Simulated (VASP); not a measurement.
# BN: dielectric tensor with PBE

The system is BN.

```
N B
1.0
     2.49824    0.00000    0.00000
    -1.24912    2.16354    0.00000
     0.00000    0.00000    6.63570
N B
2 2
Direct
  0.66667 0.33333 0.25000
  0.33333 0.66667 0.75000
  0.66667 0.33333 0.75000
  0.33333 0.66667 0.25000
```

```yaml
Program: VASP 6.6.1
Task: dielectric tensor
Functional: PBE
Potentials_or_basis: VASP PAW PBE potentials, release 64 (N, B)
Cutoff: 520 eV
k_mesh: 12 × 12 × 4
Occupations: gaussian, width 0.01 eV
Spin: no spin polarisation
Dipole_correction: no
Further_INCAR_settings: ALGO = Normal; EDIFF = 1e-08
```

```json
{"Band gap on the k mesh": "4.29 eV, indirect (least direct gap 4.66 eV)", "Electronic dielectric tensor (diagonal)": "4.75, 4.75, 2.69", "Born charges (mean of the diagonal)": "N -2.05; B +2.05 e"}
```

Levels at points of the mesh, in eV from the valence-band top:
```
           k point  band 4  band 5  band 6  band 7  band 8  band 9  band 10  band 11  band 12
(0.00, 0.00, 0.00)   -4.12   -1.32   -1.32   -1.29   -1.29    5.27    10.35    11.61    11.61
(0.50, 0.00, 0.00)   -8.86   -4.15   -4.09   -1.45   -0.43    4.29     5.66     9.60    10.03
(0.00, 0.00, 0.50)   -5.31   -1.30   -1.30   -1.30   -1.30    7.64     7.64    11.67    11.67
(0.50, 0.00, 0.50)   -8.90   -4.12   -4.12   -0.92   -0.92    4.75     4.75     9.99     9.99
```

Electronic dielectric tensor:
```
4.75 0.00 0.00
0.00 4.75 0.00
0.00 0.00 2.69
```

Born effective charge tensors (e):
atom 1, N
```
-2.71  0.00  0.00
 0.00 -2.71  0.00
 0.00  0.00 -0.75
```
atom 2, N
```
-2.71  0.00  0.00
 0.00 -2.71  0.00
 0.00  0.00 -0.75
```
atom 3, B
```
2.71 0.00 0.00
0.00 2.71 0.00
0.00 0.00 0.75
```
atom 4, B
```
2.71 0.00 0.00
0.00 2.71 0.00
0.00 0.00 0.75
```

It took 2.6 min on 1 thread of Intel(R) Xeon(R) Platinum 8488C (Sapphire Rapids), with other jobs on the host, peak memory 0.26 GiB.

 A k mesh can miss the band edges.
